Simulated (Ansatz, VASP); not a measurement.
Given: the input of a run of VASP 6.6.1 on Ge.

The input INCAR:

```
SYSTEM = Ge
PREC = Accurate
ENCUT = 600
EDIFF = 1E-6
ISMEAR = -1
SIGMA = 0.05
LREAL = .False.
LASPH = .True.
NELM = 80
ALGO = Normal
ISIF = 3
LWAVE = .False.
LCHARG = .False.
GGA = B5
ALDAX = 1.0
AGGAX = 1.0
AGGAC = 1.0
ALDAC = 0.0
IVDW = 13
VDW_S6 = 1.0
VDW_S8 = 2.34076671
VDW_A1 = 0.44488865
VDW_A2 = 4.0933009
IBRION = 2
NSW = 60
EDIFFG = -0.01
```

Contents of KPOINTS:

```
regular mesh
0
Gamma
  8 8 4
  0 0 0
```

Contents of POSCAR:

```
Ge
1.0
    3.9975858431      0.0000000000      0.0000000000
   -1.9987929216      3.4620108940      0.0000000000
    0.0000000000      0.0000000000      6.5993779500
Ge
4
Direct
    0.3333333333      0.6666666667      0.9370987500
    0.6666666667      0.3333333333      0.4370987500
    0.3333333333      0.6666666667      0.5629012500
    0.6666666667      0.3333333333      0.0629012500
```

Potentials or basis: VASP PAW PBE potentials, release 64 (Ge_d).

Run with:

```console
$ cat potpaw_PBE.64/Ge_d/POTCAR > POTCAR
$ mpirun -np 1 vasp_std > vasp.out
```

Problem. Translate it to Ansatz 0.2.0. Potentials there: Ansatz PAW.

Solution. As run (the cutoff follows the program's own potentials):

The input input.yaml:

```yaml
crystal:
  lattice:
    - [3.9975858431, 0.0, 0.0]
    - [-1.9987929216, 3.462010894, 0.0]
    - [0.0, 0.0, 6.59937795]
  atoms:
    - { symbol: Ge, position: [0.3333333333, 0.6666666667, 0.93709875] }
    - { symbol: Ge, position: [0.6666666667, 0.3333333333, 0.43709875] }
    - { symbol: Ge, position: [0.3333333333, 0.6666666667, 0.56290125] }
    - { symbol: Ge, position: [0.6666666667, 0.3333333333, 0.06290125] }
hamiltonian:
  xc: blyp
  pseudopotentials: { kind: paw }
  dispersion: d4
kpoints:
  mp_grid: { grid: [8, 8, 4] }
scf:
  occupations: { method: fermi_dirac, width: 0.05 }
output:
  forces: true
  stress: true
  eigenvalues: true
relax:
  f_tol: 0.01
  max_steps: 40
  cell: { stress_tol: 0.05 }
```

Potentials or basis: Ansatz PAW.

The run is started by

```sh
$ ansatz run input.yaml --threads 1 --pin off --max-ram 3584MiB --backend cpu --events-out ev --progress --plain --runs-dir out
```

Both were run:

|  | VASP | Ansatz | Ansatz less VASP |
| --- | --- | --- | --- |
| gap on the k mesh at the Fermi level, each at its own relaxed structure (eV) | 0.19 | 0.19 | 0.000 |
| relaxed volume (Å³/atom) | 23.68 | 23.61 | -0.070 |
| relaxed cell length with the largest relative difference (Å) | 4.046 | 4.042 | -0.0042 |

VASP's potentials were made for PBE, not for BLYP.

Noted on Ansatz's run: the plane-wave basis is chosen anew once the cell has moved, so the energies of steps on either side of that aren't comparable.
